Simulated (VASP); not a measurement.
Input of a VASP 6.6.1 run:

INCAR

```
SYSTEM = In3Se
ALGO = Normal
EDIFF = 1E-6
ENCUT = 520
GGA = PE
ISIF = 2
ISMEAR = -1
LASPH = .True.
LCHARG = .False.
LREAL = .False.
LWAVE = .False.
NBANDS = 30
NELM = 100
PREC = Accurate
SIGMA = 0.3
```

File KPOINTS:

```
k-points
0
Gamma
  10 10 10
  0 0 0
```

Contents of POSCAR:

```
In3Se
1.0
    4.8037580000      0.0000000000      0.0000000000
    0.0000000000      4.8037580000      0.0000000000
    0.0000000000      0.0000000000      4.8037580000
In Se
3 1
Direct
    0.0000000000      0.5000000000      0.5000000000
    0.5000000000      0.0000000000      0.5000000000
    0.5000000000      0.5000000000      0.0000000000
    0.0000000000      0.0000000000      0.0000000000
```

Potentials or basis: VASP PAW PBE potentials, release 64 (In_d, Se).

The run is started by

```bash
$ cat potpaw_PBE.64/In_d/POTCAR potpaw_PBE.64/Se/POTCAR > POTCAR
$ mpirun -np 1 vasp_std > vasp.out
```

Question: Estimate the band gap on the k mesh.

Answer: Zero (an odd number of electrons rules out a gap without spin polarisation).

Question: Estimate the pressure.

Answer: -0.3 GPa.

Caveat: so wide a smearing shifts energies and pressures; spin-orbit coupling is left out, which moves the levels of the heavy elements.
